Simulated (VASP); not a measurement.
# Al30Cu (a cell with a defect) in VASP: single point with PBEsol

Aim: the single point of Al30Cu (a cell with a defect) with PBEsol.

Everything below comes from runs of VASP 6.6.1. Logs are shortened: lines on timing, memory, paths and dates and some standing lists are left out, and cuts for length are marked.

## Step 1: The cell of the first run

The cell holds a defect, 31 atoms: a = 8.100 Å, b = 8.100 Å, c = 8.100 Å, α = 90.00°, β = 90.00°, γ = 90.00°.

## Step 2: Single point, PBEsol

File INCAR:

```
ALGO = Normal
EDIFF = 1E-6
ENCUT = 520
GGA = PS
ISIF = 2
ISMEAR = 0
LASPH = T
LCHARG = F
LREAL = Auto
LWAVE = F
NBANDS = 72
NELM = 60
PREC = Accurate
SIGMA = 0.05
```

File KPOINTS:

```
k-points
0
Gamma
  3 3 3
```

File POSCAR:

```
Al30Cu
1.0
    8.1000000000      0.0000000000      0.0000000000
    0.0000000000      8.1000000000      0.0000000000
    0.0000000000      0.0000000000      8.1000000000
Al Cu
30 1
Direct
    0.5123385185      0.0100230864      0.0003224691
    0.7514564198     -0.0016251852      0.2583196296
    0.2484949383      0.2459092593      0.0003077778
    0.5028158025      0.4991665432      0.0003301235
    0.7585579012      0.7587764198      0.0003400000
    0.2498866667     -0.0009966667      0.2479054321
    0.5026995062      0.2550204938      0.2511523457
    0.7469623457      0.4990528395      0.2487233333
    0.4963060494      0.0010379012      0.5003250617
    0.7481382716      0.2548130864      0.5003019753
    0.7514249383     -0.0015465432      0.7423082716
   -0.0067579012      0.4933106173      0.0003253086
    0.2475591358      0.7535500000      0.0003461728
   -0.0023398765      0.2450395062      0.2466497531
    0.2493479012      0.5000618519      0.2509024691
    0.5000777778      0.7506653086      0.2491964198
    0.0044428395     -0.0011667901      0.5003160494
    0.2517896296      0.2512553086      0.5003795062
    0.4976761728      0.5036245679      0.5003380247
    0.7495224691      0.7443332099      0.5003216049
    0.2498676543     -0.0009611111      0.7527767901
    0.5026553086      0.2550774074      0.7494971605
    0.7469366667      0.4990617284      0.7519272840
    0.0031623457      0.7515735802      0.2507574074
   -0.0001986420      0.5005561728      0.5003514815
    0.2515335802      0.7501085185      0.5003313580
   -0.0023524691      0.2450682716      0.7540065432
    0.2493406173      0.5000913580      0.7497940741
    0.5000566667      0.7506667901      0.7514819753
    0.0031865432      0.7516312346      0.7499176543
    0.8278916049      0.1467403704      0.0003254321
```

Potentials or basis: VASP PAW PBE potentials, release 64 (Al, Cu).

Run with:

```bash
$ cat potpaw_PBE.64/Al/POTCAR potpaw_PBE.64/Cu/POTCAR > POTCAR
$ mpirun -np 1 vasp_std > vasp.out
```

OUTCAR:

```text
EDIFF = 1E-6
   ENCUT = 520
   GGA = PS
   ISIF = 2
   ISMEAR = 0
   LASPH = T
   LREAL = Auto
   NELM = 60
   PREC = Accurate

 ion  position               nearest neighbor table
   1  0.512  0.010  0.000-  31 2.79   7 2.84  22 2.84   5 2.85  11 2.85   2 2.85   3 2.87  29 2.91
                            16 2.91  21 2.92   6 2.92  13 2.99
   2  0.751  0.998  0.258-  31 2.49  14 2.82  17 2.84  20 2.84   9 2.85   1 2.85   5 2.85  24 2.86
                            10 2.86  16 2.86   7 2.90
   3  0.248  0.246  0.000-  21 2.83   6 2.83  27 2.85  14 2.85   1 2.87  12 2.88  28 2.89  15 2.89
                            22 2.89   7 2.89   4 2.91
   4  0.503  0.499  0.000-  23 2.82   8 2.82  22 2.83   7 2.84  29 2.87  16 2.87  28 2.89  15 2.89
                             3 2.91  13 2.92   5 2.95
   5  0.759  0.759  0.000-  24 2.84  30 2.84   1 2.85   2 2.85  11 2.85  12 2.87  16 2.91  29 2.91
                             8 2.91  23 2.91   4 2.95
   6  0.250  0.999  0.248-  13 2.82  24 2.83   3 2.83  17 2.85  14 2.85  16 2.86   9 2.86  26 2.87
                            18 2.89   7 2.91   1 2.92
   7  0.503  0.255  0.251-   8 2.80  10 2.83   4 2.84   1 2.84  19 2.85  15 2.85  18 2.86   9 2.88
                             3 2.89   2 2.90   6 2.91
   8  0.747  0.499  0.249-   7 2.80   4 2.82  12 2.83  10 2.84  20 2.85  16 2.86  19 2.87  25 2.89
                            14 2.89   5 2.91  24 2.91
   9  0.496  0.001  0.500-  18 2.83  26 2.84  11 2.85   2 2.85   6 2.86  21 2.86  16 2.87  29 2.87
[... 28 lines left out ...]
                            27 2.89   5 2.91  30 2.91
  24  0.003  0.752  0.251-   6 2.83  13 2.83   5 2.84  17 2.85  15 2.85  26 2.85   2 2.86  25 2.87
                            20 2.88   8 2.91  12 2.92
  25  1.000  0.501  0.500-  20 2.83  10 2.85  28 2.86  15 2.86  24 2.87  30 2.87  26 2.87  18 2.87
                            23 2.89   8 2.89  27 2.92  14 2.92
  26  0.252  0.750  0.500-  19 2.82   9 2.84  17 2.84  30 2.85  24 2.85  15 2.86  28 2.86  29 2.86
                            16 2.86  25 2.87   6 2.87  21 2.87
  27  0.998  0.245  0.754-  31 2.55  11 2.82  12 2.83   3 2.85  21 2.85  17 2.86  10 2.88  23 2.89
                            28 2.90  18 2.91  25 2.92
  28  0.249  0.500  0.750-  30 2.85  19 2.85  18 2.85  22 2.85  25 2.86  26 2.86  29 2.87   4 2.89
                            13 2.89   3 2.89  12 2.90  27 2.90
  29  0.500  0.751  0.751-  19 2.85  23 2.86  21 2.86  11 2.86  26 2.86   4 2.87  20 2.87  28 2.87
                            13 2.87   9 2.87   5 2.91   1 2.91
  30  0.003  0.752  0.750-  21 2.83  13 2.83   5 2.84  17 2.85  28 2.85  26 2.85  11 2.86  25 2.87
                            20 2.88  23 2.91  12 2.92
  31  0.828  0.147  0.000-  11 2.49   2 2.49  27 2.55  14 2.55   1 2.79

  LATTYP: Found a simple cubic cell.
 ALAT       =     8.1000000000

  Lattice vectors:

 A1 = (   8.1000000000,   0.0000000000,   0.0000000000)
 A2 = (   0.0000000000,   8.1000000000,   0.0000000000)
 A3 = (   0.0000000000,   0.0000000000,   8.1000000000)

Analysis of symmetry for initial positions (statically):
=====================================================================
 Subroutine PRICEL returns:
 Original cell was already a primitive cell.

 Routine SETGRP: Setting up the symmetry group for a
 simple cubic supercell.

 Subroutine GETGRP returns: Found  1 space group operations
 (whereof  1 operations were pure point group operations)
 out of a pool of 48 trial point group operations.

The static configuration has the point symmetry C_1 .

Analysis of symmetry for dynamics (positions and initial velocities):
=====================================================================
 Subroutine PRICEL returns:
 Original cell was already a primitive cell.

 Routine SETGRP: Setting up the symmetry group for a
 simple cubic supercell.

 Subroutine GETGRP returns: Found  1 space group operations
 (whereof  1 operations were pure point group operations)
 out of a pool of 48 trial point group operations.

The dynamic configuration has the point symmetry C_1 .

 Subroutine INISYM returns: Found  1 space group operations
 (whereof  1 operations are pure point group operations),
 and found     1 'primitive' translations

----------------------------------------------------------------------------------------

                                     Primitive cell

  volume of cell :     531.4410

  direct lattice vectors                    reciprocal lattice vectors
     8.100000000  0.000000000  0.000000000     0.123456790  0.000000000  0.000000000
[... 85 lines left out ...]
     0.000000000  0.041152263  0.000000000     0.000000000  0.333333333  0.000000000
     0.000000000  0.000000000  0.041152263     0.000000000  0.000000000  0.333333333

  Length of vectors
     0.041152263  0.041152263  0.041152263

  Shift w.r.t. Gamma in fractional coordinates (k-lattice)
     0.000000000  0.000000000  0.000000000

 Subroutine IBZKPT returns following result:
 ===========================================

 Found     14 irreducible k-points:

 Following reciprocal coordinates:
            Coordinates               Weight
  0.000000  0.000000  0.000000      1.000000
  0.333333  0.000000  0.000000      2.000000
  0.000000  0.333333  0.000000      2.000000
  0.000000  0.000000  0.333333      2.000000
  0.333333  0.333333  0.000000      2.000000
  0.000000  0.333333  0.333333      2.000000
  0.333333  0.000000  0.333333      2.000000
 -0.333333  0.333333  0.000000      2.000000
 -0.333333  0.000000  0.333333      2.000000
  0.000000 -0.333333  0.333333      2.000000
  0.333333  0.333333  0.333333      2.000000
 -0.333333  0.333333  0.333333      2.000000
 -0.333333 -0.333333  0.333333      2.000000
  0.333333 -0.333333  0.333333      2.000000
   k-points           NKPTS =     14   k-points in BZ     NKDIM =     14   number of bands    NBANDS=     72
   number of dos      NEDOS =    301   number of ions     NIONS =     31
   total plane-waves  NPLWV = 216000
   dimension x,y,z NGX =    60 NGY =   60 NGZ =   60
   dimension x,y,z NGXF=   120 NGYF=  120 NGZF=  120
   ions per type =              30   1
   NGX,Y,Z   is equivalent  to a cutoff of  12.31, 12.31, 12.31 a.u.
   NGXF,Y,Z  is equivalent  to a cutoff of  24.63, 24.63, 24.63 a.u.
 SYSTEM =  unknown system
   PREC   = accura    normal or accurate (medium, high low for compatibility)
   ISTART =      0    job   : 0-new  1-cont  2-samecut
   ICHARG =      2    charge: 1-file 2-atom 10-const
   ISPIN  =      1    spin polarized calculation?
   LNONCOLLINEAR =      F non collinear calculations
   LSORBIT =      F    spin-orbit coupling
   LASPH  =      T    aspherical Exc in radial PAW
   ENCUT  =  520.0 eV  38.22 Ry    6.18 a.u.  15.06 15.06 15.06*2*pi/ulx,y,z
   NELM   =     60;   NELMIN=  2; NELMDL= -5     # of ELM steps
   EDIFF  = 0.1E-05   stopping-criterion for ELM
   LREAL  =      T    real-space projection
   EDIFFG = 0.1E-04   stopping-criterion for IOM
   NSW    =      0    number of steps for IOM
   IBRION =     -1    ionic relax: 0-MD 1-quasi-New 2-CG
   NFREE  =      0    steps in history (QN), initial steepest desc. (CG)
   ISIF   =      2    stress and relaxation
   ISYM   =      2    0-nonsym 1-usesym 2-fastsym
   POTIM  = 0.5000    time-step for ionic-motion
   TEBEG  =    0.0;   TEEND  =   0.0 temperature during run
   PSTRESS=    0.0 pullay stress
   NELECT =     101.0000    total number of electrons
   NUPDOWN=      -1.0000    fix difference up-down
   EMIN   =  10.00;   EMAX   =-10.00  energy-range for DOS
   EFERMI =   0.00;   METHOD = LEGACY
   ISMEAR =     0;   SIGMA  =   0.05  broadening in eV -4-tet -1-fermi 0-gaus
   EFERMI_NEDOS =   21; number of points for ismear=-14 and -15
   IALGO  =     38    algorithm
   IMIX   =      4    mixing-type and parameters
     AMIX     =   0.40;   BMIX     =  1.00
     AMIX_MAG =   1.60;   BMIX_MAG =  1.00
  volume/ion in A,a.u.               =      17.14       115.69
  Fermi-wavevector in a.u.,A,eV,Ry     =   0.941233  1.778672 12.053656  0.885919
  Thomas-Fermi vector in A             =   2.068723
   LORBIT       =      0    0 simple, 1 ext, 2 COOP (PROOUT), +10 PAW based schemes
   GGA     = PS    functional components
   LHFCALC =     F    Hartree Fock is set to
   AEXX    =    0.0000 exact exchange contribution
   IVDW    =     0    specifies the selected vdW correction
   LEPSILON=     F    determine dielectric tensor
   LRPA    =     F    only Hartree local field effects (RPA)
 non-spin polarized calculation
 Gauss-broadening in eV      SIGMA  =   0.05
  energy-cutoff  :      520.00
  volume of cell :      531.44
 maximum number of plane-waves:     14358
   NGX = 31   NGY = 31   NGZ = 31

 number of electron     101.0000005 magnetization

 Free energy of the ion-electron system (eV)
  ---------------------------------------------------
  ext. energy  EPLUGINS =         0.00000000
  ---------------------------------------------------
  free energy    TOTEN  =      -126.02489705 eV

  energy without entropy =     -126.01727772  energy(sigma->0) =     -126.02108739

 E-fermi :   7.2734     XC(G=0): -10.1185

 val. band max:        7.2443695749   @ k =   0.0000   0.0000   0.0000
 cond. band min:       7.2979228206   @ k =   0.0000   0.0000   0.0000
 fundamental gap:      0.0535532457
 Fermi energy:         7.2733867186

 k-point     1 :       0.0000    0.0000    0.0000
  band No.  band energies     occupation
      1      -3.4500      2.00000
      2      -1.3413      2.00000
      3      -1.3019      2.00000
      4      -1.2872      2.00000
      5      -1.2628      2.00000
      6      -1.0912      2.00000
[... 899 lines left out ...]
     61       9.1689      0.00000
     62       9.2089      0.00000
 [bands above 62 left out]

------------------------ aborting loop because EDIFF is reached ----------------------------------------

  FORCE on cell =-STRESS in cart. coord.  units (eV):
  Direction    XX          YY          ZZ          XY          YZ          ZX
  --------------------------------------------------------------------------------------
  -------------------------------------------------------------------------------------
  Total      -12.2931178    -12.6194024     -6.5692671      0.4128309      0.0020314      0.0034436
  in kB      -37.0610372    -38.0447131    -19.8048906      1.2445942      0.0061241      0.0103816
  external PRESSURE =     -31.6368803 kB  Pullay stress =       0.0000000 kB

 VOLUME and BASIS-vectors are now :
 -----------------------------------------------------------------------------
  energy-cutoff  :      520.00
  volume of cell :      531.44
      direct lattice vectors                 reciprocal lattice vectors
     8.100000000  0.000000000  0.000000000     0.123456790  0.000000000  0.000000000
     0.000000000  8.100000000  0.000000000     0.000000000  0.123456790  0.000000000
     0.000000000  0.000000000  8.100000000     0.000000000  0.000000000  0.123456790

 POSITION                                       TOTAL-FORCE (eV/Angst)
 -----------------------------------------------------------------------------------
      4.14994      0.08119      0.00261        -0.004559     -0.016263     -0.001232
      6.08680      8.08684      2.09239         0.013092     -0.017920     -0.000110
      2.01281      1.99187      0.00249         0.020830      0.004919      0.000620
      4.07281      4.04325      0.00267         0.001113      0.003086     -0.000208
      6.14432      6.14609      0.00275        -0.005366     -0.026360     -0.003660
      2.02408      8.09193      2.00803         0.010862     -0.003573     -0.010390
[... 23 lines left out ...]
      0.02581      6.08821      6.07433         0.003646     -0.010963      0.009658
      6.70592      1.18860      0.00264        -0.200509      0.230929      0.000140
 -----------------------------------------------------------------------------------
    total drift:                               -0.001701      0.021305      0.005301

  FREE ENERGIE OF THE ION-ELECTRON SYSTEM (eV)
  ---------------------------------------------------
  free  energy   TOTEN  =      -126.0248970537 eV

  energy  without entropy=     -126.0172777231  energy(sigma->0) =     -126.02108739
```

Run time: 24 min. Hardware: 1 thread of Oxide Virtual Turin-like, shared host; peak memory 0.63 GiB.

Results:

```yaml
Free_energy: -126.0249 eV
Pressure: -3.2 GPa
Largest_force: 0.306 eV/Å
Band_gap_on_the_k_mesh: zero (an odd number of electrons rules out a gap without spin polarisation)
```

Forces on the atoms (eV/Å):
```
Al  -0.005 -0.016 -0.001
Al   0.013 -0.018  0.000
Al   0.021  0.005  0.001
Al   0.001  0.003  0.000
Al  -0.005 -0.026 -0.004
Al   0.011 -0.004 -0.010
Al   0.019 -0.014 -0.012
Al   0.005 -0.018 -0.002
Al   0.015  0.001 -0.001
Al   0.007 -0.016 -0.001
Al   0.016 -0.021  0.001
Al   0.001 -0.027 -0.001
Al   0.001 -0.012  0.000
Al   0.024 -0.002  0.017
Al  -0.002  0.005  0.008
Al  -0.005  0.000 -0.002
Al  -0.003 -0.003 -0.001
Al   0.012 -0.001  0.000
Al  -0.008  0.000 -0.001
Al   0.003 -0.006  0.000
Al   0.012 -0.004  0.010
Al   0.019 -0.016  0.009
Al   0.007 -0.017  0.003
Al   0.005 -0.011 -0.009
Al   0.005 -0.005  0.002
Al   0.011 -0.001  0.002
Al   0.024 -0.002 -0.017
Al  -0.004  0.005 -0.004
Al  -0.005  0.000  0.002
Al   0.004 -0.011  0.010
Cu  -0.201  0.231  0.000
```

Stress tensor (GPa, compression positive):
```
-3.71  0.12  0.00
 0.12 -3.80  0.00
 0.00  0.00 -1.98
```

Levels at points of the mesh, in eV from the Fermi level:
```tsv
k point	band 47	band 48	band 49	band 50	band 51	band 52	band 53	band 54	band 55	band 56
(0.00, 0.00, 0.00)	-0.31	-0.24	-0.03	0.02	0.48	0.60	0.63	0.66	0.68	0.77
```

Caveat: the PAW data sets were made with another functional, which shifts forces and pressure a little.
